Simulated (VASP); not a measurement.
Set up this calculation in VASP 6.6.1, as the native input.

```
Task                   : single point
Functional             : PBE
Potentials or basis    : VASP PAW PBE potentials, release 64 (P, N)
Cutoff                 : 600 eV
k mesh                 : 12 × 12 × 12
Occupations            : gaussian, width 0.02 eV
Spin                   : no spin polarisation
Dipole correction      : no
Further INCAR settings : ALGO = Normal; EDIFF = 1e-06; NBANDS = 18
```

The structure of PN lies in POSCAR:

```
PN
1.0
   -1.3520713740      6.6362208118      2.0835425024
    1.3520713740     -6.6362208118      2.0835425024
    1.3520713740      6.6362208118     -2.0835425024
P N
2 2
Direct
    0.2458983983      0.5676208043      0.6782775941
    0.8893432102      0.5676208043      0.3217224059
    0.0883467787      0.3010958132      0.7872509655
    0.5138448477      0.3010958132      0.2127490345
```

The cell was generated, and may not be a known phase.

The input as run:

INCAR

```
SYSTEM = PN
  PREC = Accurate
  ENCUT = 600
  EDIFF = 1E-6
  ISMEAR = 0
  SIGMA = 0.02
  LREAL = .FALSE.
  LASPH = .TRUE.
  NELM = 120
  ALGO = Normal
  ISIF = 2
  LWAVE = .FALSE.
  LCHARG = .FALSE.
  GGA = PE
  NBANDS = 18
  GGA_COMPAT = .FALSE.
```

KPOINTS

```
regular mesh
0
G
  12 12 12
  0 0 0
```

Potentials or basis: VASP PAW PBE potentials, release 64 (P, N).

Command:

```console
$ cat potpaw_PBE.64/P/POTCAR potpaw_PBE.64/N/POTCAR > POTCAR
$ mpirun -np 1 vasp_std > vasp.out
```

Results of the run:

```json
{
  "Pressure": "-0.7 GPa",
  "Largest force": "0.126 eV/Å",
  "Band gap on the k mesh": "1.49 eV (least direct gap 2.16 eV)"
}
```

Wall time 46 min on 1 thread of Oxide Virtual Turin-like Processor, with other jobs on the host, peak memory 0.69 GiB.
